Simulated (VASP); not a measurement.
# CaO (R-3m) in VASP: settings compared

The runs below take CaO through single point, with PBE, r2SCAN.

Program: VASP 6.6.1. These are calculated values, not measurements. Logs are shortened: lines on timing, memory, paths and dates and some standing lists are left out, and cuts for length are marked.

### 1 The cell of the first run

Symmetry: R-3m, No. 166, trigonal system. Conventional cell: a = 4.268 Å, b = 4.268 Å, c = 4.757 Å, α = 90.00°, β = 90.00°, γ = 120.00°. Within 3.1 Å of Ca (site symmetry -3m) lie 8 O at 2.38 to 2.59 Å and 6 Ca at 2.93 Å. O (site symmetry -3m) has 8 Ca at 2.38 to 2.59 Å and 6 O at 2.93 Å within 3.1 Å.

### 2 Single point, PBE (epitaxial 111 strain +4.0%)

The input, INCAR:

```
SYSTEM = CaO
  PREC = Accurate
  ENCUT = 520
  EDIFF = 1E-7
  ISMEAR = -1
  SIGMA = 0.02
  LREAL = .False.
  LASPH = .True.
  NELM = 100
  ALGO = Normal
  ISIF = 2
  LWAVE = .False.
  LCHARG = .False.
  GGA = PE
  NBANDS = 15
```

The input, KPOINTS:

```
regular mesh
0
Gamma
  8 8 8
  0 0 0
```

The input, POSCAR:

```
CaO
1.0
    2.9274739900     -0.0904117310     -0.0904117310
   -0.0904117310      2.9274739900     -0.0904117310
   -0.0904117310     -0.0904117310      2.9274739900
Ca O
1 1
Direct
    0.0000000000      0.0000000000      0.0000000000
    0.5000000000      0.5000000000      0.5000000000
```

Potentials or basis: VASP PAW PBE potentials, release 64 (Ca_sv, O).

Launch:

```console
$ cat potpaw_PBE.64/Ca_sv/POTCAR potpaw_PBE.64/O/POTCAR > POTCAR
$ mpirun -np 1 vasp_std > vasp.out
```

OUTCAR:

```text
SYSTEM = CaO
   PREC = Accurate
   ENCUT = 520
   EDIFF = 1E-7
   ISMEAR = -1
   LREAL = .False.
   LASPH = .True.
   NELM = 100
   ISIF = 2
   GGA = PE

 ion  position               nearest neighbor table
   1  0.000  0.000  0.000-   2 2.38   2 2.38
   2  0.500  0.500  0.500-   1 2.38   1 2.38

  LATTYP: Found a trigonal (rhomboedric) cell.
 ALAT       =     2.9302649239
 COS(alpha) =    -0.0606981404

  Lattice vectors:

 A1 = (   2.9274739900,  -0.0904117310,  -0.0904117310)
 A2 = (  -0.0904117310,   2.9274739900,  -0.0904117310)
 A3 = (  -0.0904117310,  -0.0904117310,   2.9274739900)

Analysis of symmetry for initial positions (statically):
=====================================================================
 Subroutine PRICEL returns:
 Original cell was already a primitive cell.

 Routine SETGRP: Setting up the symmetry group for a
 trigonal (rhombohedral) supercell.

 Subroutine GETGRP returns: Found 12 space group operations
 (whereof 12 operations were pure point group operations)
 out of a pool of 12 trial point group operations.

The static configuration has the point symmetry D_3d.

Analysis of symmetry for dynamics (positions and initial velocities):
=====================================================================
 Subroutine PRICEL returns:
 Original cell was already a primitive cell.

 Routine SETGRP: Setting up the symmetry group for a
 trigonal (rhombohedral) supercell.

 Subroutine GETGRP returns: Found 12 space group operations
 (whereof 12 operations were pure point group operations)
 out of a pool of 12 trial point group operations.

The dynamic configuration has the point symmetry D_3d.

 Subroutine INISYM returns: Found 12 space group operations
 (whereof 12 operations are pure point group operations),
 and found     1 'primitive' translations

----------------------------------------------------------------------------------------

                                     Primitive cell

  volume of cell :      25.0155

  direct lattice vectors                    reciprocal lattice vectors
     2.927473990 -0.090411731 -0.090411731     0.342265142  0.010907333  0.010907333
    -0.090411731  2.927473990 -0.090411731     0.010907333  0.342265142  0.010907333
    -0.090411731 -0.090411731  2.927473990     0.010907333  0.010907333  0.342265142

  length of vectors
     2.930264924  2.930264924  2.930264924     0.342612562  0.342612562  0.342612562

  position of ions in fractional coordinates (direct lattice)
     0.000000000  0.000000000  0.000000000
     0.500000000  0.500000000  0.500000000

  ion indices of the primitive-cell ions
   primitive index   ion index
                 1           1
                 2           2

----------------------------------------------------------------------------------------

 KPOINTS: regular mesh

Automatic generation of k-mesh.
 Grid dimensions read from file:
 generate k-points for:    8    8    8

 Generating k-lattice:

  Cartesian coordinates                     Fractional coordinates (reciprocal lattice)
     0.042783143  0.001363417  0.001363417     0.125000000 -0.000000000  0.000000000
     0.001363417  0.042783143  0.001363417    -0.000000000  0.125000000  0.000000000
     0.001363417  0.001363417  0.042783143    -0.000000000 -0.000000000  0.125000000

  Length of vectors
     0.042826570  0.042826570  0.042826570

  Shift w.r.t. Gamma in fractional coordinates (k-lattice)
     0.000000000  0.000000000  0.000000000

 Subroutine IBZKPT returns following result:
 ===========================================

 Found     65 irreducible k-points:

 Following reciprocal coordinates:
            Coordinates               Weight
  0.000000  0.000000  0.000000      1.000000
  0.125000  0.000000  0.000000      6.000000
  0.250000  0.000000  0.000000      6.000000
  0.375000  0.000000  0.000000      6.000000
  0.500000  0.000000  0.000000      3.000000
  0.125000  0.125000  0.000000      6.000000
[... 16 lines left out ...]
  0.250000  0.125000  0.125000      6.000000
  0.375000  0.125000  0.125000      6.000000
 [... further k-points ...]
   k-points           NKPTS =     65   k-points in BZ     NKDIM =     65   number of bands    NBANDS=     15
   number of dos      NEDOS =    301   number of ions     NIONS =      2
   total plane-waves  NPLWV =  13824
   dimension x,y,z NGX =    24 NGY =   24 NGZ =   24
   dimension x,y,z NGXF=    48 NGYF=   48 NGZF=   48
   ions per type =               1   1
   NGX,Y,Z   is equivalent  to a cutoff of  13.62, 13.62, 13.62 a.u.
   NGXF,Y,Z  is equivalent  to a cutoff of  27.23, 27.23, 27.23 a.u.
 SYSTEM =  CaO
   PREC   = accura    normal or accurate (medium, high low for compatibility)
   ISTART =      0    job   : 0-new  1-cont  2-samecut
   ICHARG =      2    charge: 1-file 2-atom 10-const
   ISPIN  =      1    spin polarized calculation?
   LNONCOLLINEAR =      F non collinear calculations
   LSORBIT =      F    spin-orbit coupling
   LASPH  =      T    aspherical Exc in radial PAW
   ENCUT  =  520.0 eV  38.22 Ry    6.18 a.u.   5.45  5.45  5.45*2*pi/ulx,y,z
   NELM   =    100;   NELMIN=  2; NELMDL= -5     # of ELM steps
   EDIFF  = 0.1E-06   stopping-criterion for ELM
   LREAL  =      F    real-space projection
   EDIFFG = 0.1E-05   stopping-criterion for IOM
   NSW    =      0    number of steps for IOM
   IBRION =     -1    ionic relax: 0-MD 1-quasi-New 2-CG
   NFREE  =      0    steps in history (QN), initial steepest desc. (CG)
   ISIF   =      2    stress and relaxation
   ISYM   =      2    0-nonsym 1-usesym 2-fastsym
   POTIM  = 0.5000    time-step for ionic-motion
   TEBEG  =    0.0;   TEEND  =   0.0 temperature during run
   PSTRESS=    0.0 pullay stress
   NELECT =      16.0000    total number of electrons
   NUPDOWN=      -1.0000    fix difference up-down
   EMIN   =  10.00;   EMAX   =-10.00  energy-range for DOS
   EFERMI =   0.00;   METHOD = LEGACY
   ISMEAR =    -1;   SIGMA  =   0.02  broadening in eV -4-tet -1-fermi 0-gaus
   EFERMI_NEDOS =   21; number of points for ismear=-14 and -15
   IALGO  =     38    algorithm
   IMIX   =      4    mixing-type and parameters
     AMIX     =   0.40;   BMIX     =  1.00
     AMIX_MAG =   1.60;   BMIX_MAG =  1.00
  volume/ion in A,a.u.               =      12.51        84.41
  Fermi-wavevector in a.u.,A,eV,Ry     =   1.410518  2.665492 27.069604  1.989560
  Thomas-Fermi vector in A             =   2.532463
   LORBIT       =      0    0 simple, 1 ext, 2 COOP (PROOUT), +10 PAW based schemes
   GGA     = PE    functional components
   LHFCALC =     F    Hartree Fock is set to
   AEXX    =    0.0000 exact exchange contribution
   IVDW    =     0    specifies the selected vdW correction
   LEPSILON=     F    determine dielectric tensor
   LRPA    =     F    only Hartree local field effects (RPA)
 non-spin polarized calculation
  energy-cutoff  :      520.00
  volume of cell :       25.02
 maximum number of plane-waves:       689
 NGX is ok and might be reduce to    24
   NGX = 11   NGY = 11   NGZ = 11

 number of electron      16.0000000 magnetization

 Free energy of the ion-electron system (eV)
  ---------------------------------------------------
  ext. energy  EPLUGINS =         0.00000000
  ---------------------------------------------------
  free energy    TOTEN  =       -11.82257724 eV

  energy without entropy =      -11.82257724  energy(sigma->0) =      -11.82257724

 E-fermi :   4.4610     XC(G=0): -11.1388

 val. band max:        3.9922968975   @ k =   0.5000   0.5000   0.0000
 cond. band min:       6.8703845728   @ k =   0.0000   0.0000   0.0000
 fundamental gap:      2.8780876753
 Fermi energy:         4.4609753585

 k-point     1 :       0.0000    0.0000    0.0000
  band No.  band energies     occupation
      1     -35.2590      2.00000
      2     -15.7448      2.00000
      3     -15.7429      2.00000
      4     -15.7429      2.00000
      5     -12.3799      2.00000
      6       3.6875      2.00000
      7       3.7078      2.00000
      8       3.7078      2.00000
      9       6.8704      0.00000
     10       6.8704      0.00000
     11       8.8294      0.00000
     12      12.3602      0.00000
     13      12.3602      0.00000
     14      12.4477      0.00000
     15      23.1617      0.00000

 k-point     2 :       0.1250    0.0000    0.0000
  band No.  band energies     occupation
      1     -35.2364      2.00000
      2     -15.9949      2.00000
      3     -15.7288      2.00000
      4     -15.7277      2.00000
      5     -12.1738      2.00000
      6       2.9639      2.00000
      7       3.5819      2.00000
      8       3.6673      2.00000
      9       7.0057      0.00000
     10       7.5304      0.00000
     11       9.4454      0.00000
     12      12.2282      0.00000
     13      12.3497      0.00000
     14      12.5583      0.00000
     15      22.2341      0.00000

 k-point     3 :       0.2500    0.0000    0.0000
  band No.  band energies     occupation
      1     -35.1813      2.00000
      2     -16.5219      2.00000
      3     -15.6915      2.00000
      4     -15.6909      2.00000
      5     -11.7384      2.00000
      6       1.6728      2.00000
      7       3.3155      2.00000
      8       3.5652      2.00000
      9       7.3553      0.00000
     10       8.9930      0.00000
     11      10.7233      0.00000
     12      11.9591      0.00000
     13      12.3247      0.00000
     14      12.8748      0.00000
     15      20.4817      0.00000
[... 343 lines left out ...]
 k-point    23 :       0.2500    0.1250    0.1250
  band No.  band energies     occupation
      1     -35.1355      2.00000
      2     -16.4971      2.00000
      3     -15.9257      2.00000
      4     -15.8398      2.00000
      5     -11.4823      2.00000
      6       1.7504      2.00000
      7       2.9205      2.00000
      8       3.0195      2.00000
      9       8.3525      0.00000
     10       9.4878      0.00000
     11      10.3842      0.00000
     12      11.7476      0.00000
     13      11.8478      0.00000
     14      14.1164      0.00000
     15      20.6379      0.00000

 k-point    24 :       0.3750    0.1250    0.1250
  band No.  band energies     occupation
      1     -35.0820      2.00000
      2     -16.8763      2.00000
      3     -15.8493      2.00000
      4     -15.7952      2.00000
      5     -11.3302      2.00000
      6       0.9979      2.00000
      7       2.9540      2.00000
      8       3.0219      2.00000
      9       8.4432      0.00000
     10      10.4152      0.00000
     11      11.0491      0.00000
     12      11.5548      0.00000
     13      12.0823      0.00000
     14      14.5932      0.00000
     15      18.8302      0.00000

 [... further k-points ...]
[... 5 lines left out ...]
  --------------------------------------------------------------------------------------
  -------------------------------------------------------------------------------------
  Total        0.4662441      0.4662441      0.4662441      0.0886203      0.0886203      0.0886203
  in kB       29.8617266     29.8617266     29.8617266      5.6758983      5.6758983      5.6758983
  external PRESSURE =      29.8617266 kB  Pullay stress =       0.0000000 kB

 VOLUME and BASIS-vectors are now :
 -----------------------------------------------------------------------------
  energy-cutoff  :      520.00
  volume of cell :       25.02
      direct lattice vectors                 reciprocal lattice vectors
     2.927473990 -0.090411731 -0.090411731     0.342265142  0.010907333  0.010907333
    -0.090411731  2.927473990 -0.090411731     0.010907333  0.342265142  0.010907333
    -0.090411731 -0.090411731  2.927473990     0.010907333  0.010907333  0.342265142

 POSITION                                       TOTAL-FORCE (eV/Angst)
 -----------------------------------------------------------------------------------
      0.00000      0.00000      0.00000         0.000000     -0.000000      0.000000
      1.37333      1.37333      1.37333        -0.000000      0.000000     -0.000000
 -----------------------------------------------------------------------------------
    total drift:                                0.000000      0.000000     -0.000000

  FREE ENERGIE OF THE ION-ELECTRON SYSTEM (eV)
  ---------------------------------------------------
  free  energy   TOTEN  =       -11.8225772404 eV

  energy  without entropy=      -11.8225772404  energy(sigma->0) =      -11.82257724
```

It took 12 s on 1 thread of Intel Xeon Platinum 8259CL at 2.50GHz (Skylake/Cascade Lake), shared host; peak memory 0.15 GiB.

Results:

```
Free energy            : -11.8226 eV
Pressure               : 3.0 GPa
Band gap on the k mesh : 2.88 eV, indirect (least direct gap 3.16 eV)
```

Caveat: the cell differs from its parent crystal (epitaxial 111 strain +4.0%).

(Continued in part 2 of 2.)
